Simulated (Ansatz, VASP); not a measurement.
# Si4O7 in VASP and in Ansatz

File INCAR:

```
SYSTEM = Si4O7
  PREC = Accurate
  ENCUT = 520
  EDIFF = 1E-6
  ISMEAR = 0
  SIGMA = 0.05
  LREAL = .False.
  LASPH = .True.
  NELM = 60
  ALGO = Normal
  ISIF = 2
  LWAVE = .False.
  LCHARG = .True.
  GGA = PE
  LELF = .True.
  LVHAR = .True.
  NBANDS = 40
```

The input KPOINTS:

```
regular mesh
0
Gamma
  4 4 4
  0 0 0
```

The input POSCAR:

```
Si4O7
1.0
    5.0799801732      0.0000000000      0.0000000000
    0.0000000000      5.0799801732      0.0000000000
    0.0000000000      0.0000000000      7.0914769300
Si O
4 7
Direct
    0.2944292339      0.2944292339      0.0000000000
    0.2055707661      0.7944292339      0.2500000000
    0.7055707661      0.7055707661      0.5000000000
    0.7944292339      0.2055707661      0.7500000000
    0.4053663613      0.7409644515      0.4248320116
    0.7590355485      0.9053663613      0.6748320116
    0.5946336387      0.2590355485      0.9248320116
    0.7409644515      0.4053663613      0.5751679884
    1.3381079891      0.9595017753      0.1313151710
    0.2590355485      0.5946336387      0.0751679884
    0.0946336387      0.2409644515      0.8251679884
```

Input for Ansatz:

```yaml
crystal:
  lattice:
    - [5.0799801732, 0.0, 0.0]
    - [0.0, 5.0799801732, 0.0]
    - [0.0, 0.0, 7.09147693]
  atoms:
    - { symbol: Si, position: [0.2944292339, 0.2944292339, 0.0] }
    - { symbol: Si, position: [0.2055707661, 0.7944292339, 0.25] }
    - { symbol: Si, position: [0.7055707661, 0.7055707661, 0.5] }
    - { symbol: Si, position: [0.7944292339, 0.2055707661, 0.75] }
    - { symbol: O, position: [0.4053663613, 0.7409644515, 0.4248320116] }
    - { symbol: O, position: [0.7590355485, 0.9053663613, 0.6748320116] }
    - { symbol: O, position: [0.5946336387, 0.2590355485, 0.9248320116] }
    - { symbol: O, position: [0.7409644515, 0.4053663613, 0.5751679884] }
    - { symbol: O, position: [1.3381079891, 0.9595017753, 0.131315171] }
    - { symbol: O, position: [0.2590355485, 0.5946336387, 0.0751679884] }
    - { symbol: O, position: [0.0946336387, 0.2409644515, 0.8251679884] }
basis:
  ecutwfc: 420
kpoints:
  mp_grid: { grid: [4, 4, 4] }
hamiltonian:
  xc: pbe
  pseudopotentials: { kind: paw, azcp: { folder: soft_1 } }
scf:
  occupations: { method: gaussian, width: 0.05 }
output:
  forces: true
  stress: true
  eigenvalues: true
```

Change from the starting cell: O vacancy; atom 9 moved 1.000 of the way to it and -0.900 Å across, host rigid.

Alike in both runs: task single point; functional PBE; k mesh 4 × 4 × 4; occupations gaussian, width 0.05 eV; no spin polarisation.

|  | VASP | Ansatz |
| --- | --- | --- |
| version | VASP 6.6.1 | Ansatz 0.2.0 |
| potentials or method | VASP PAW PBE potentials, release 64 (Si, O), cutoff 520 eV | scalar-relativistic, plane waves, PAW |
| valence electrons in the cell | 58 | 58 |

|  | VASP | Ansatz | Ansatz less VASP |
| --- | --- | --- | --- |
| gap on the k mesh at the Fermi level (eV) | 2.58 | 2.58 | +0.003 |
| least direct gap on the mesh (eV) | 2.66 | 2.66 | +0.003 |
| pressure (GPa) | 7.7 | 7.8 | +0.03 |
| traceless stress, the component that is largest in VASP (GPa) | 8.29 | 8.36 | +0.070 |
| rms of the force components (eV/Å) | 5.206 | 5.240 | +0.0341 |

Atom by atom the forces differ by 0.045 eV/Å (rms over components).
